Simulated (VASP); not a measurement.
**ScTaN: single point with PBEsol**

Crystal: ScTaN.

```xyz
6
Lattice="3.0537 0.0000 0.0000 -1.5268 2.6446 0.0000 0.0000 0.0000 10.2114" Properties=species:S:1:pos:R:3 pbc="T T T"
Ta    0.0000    1.7630    2.5095
Ta    1.5268    0.8815    7.7019
Sc    0.0000    0.0000    0.0000
Sc    0.0000    0.0000    5.1057
N     0.0000    1.7630    6.4323
N     1.5268    0.8815    3.7792
```

```json
{
  "Program": "VASP 6.6.1",
  "Task": "single point",
  "Functional": "PBEsol",
  "Potentials or basis": "VASP PAW PBE potentials, release 64 (Ta_pv, Sc_sv, N)",
  "Cutoff": "520 eV",
  "k mesh": "10 × 10 × 3",
  "Occupations": "fermi-dirac, width 0.05 eV",
  "Spin": "no spin polarisation"
}
```

```yaml
Pressure: 0.5 GPa
Largest_force: 0.041 eV/Å
Band_gap_on_the_k_mesh: zero (band 27 reaches 6.95 eV, above the bottom of band 28 at 6.17 eV)
```

Forces in eV/Å, atoms in the order of the input:
```
Ta   0.000  0.000 -0.041
Ta   0.000  0.000  0.041
Sc   0.000  0.000  0.000
Sc   0.000  0.000  0.000
N    0.000  0.000  0.020
N    0.000  0.000 -0.020
```

Levels at points of the mesh, in eV from the Fermi level:
```
           k point  band 25  band 26  band 27  band 28  band 29  band 30
(0.00, 0.00, 0.00)    -1.29     0.56     0.56     0.79     0.80     1.44
(0.50, 0.00, 0.00)    -1.22    -0.87    -0.37     0.39     0.59     2.06
```

It took 2.3 min on 1 thread of Intel Xeon 6975P-C, on a shared host, peak memory 0.26 GiB.

Caveat: the PAW data sets were made with another functional, which shifts forces and pressure a little; spin-orbit coupling is left out, which moves the levels of the heavy elements.
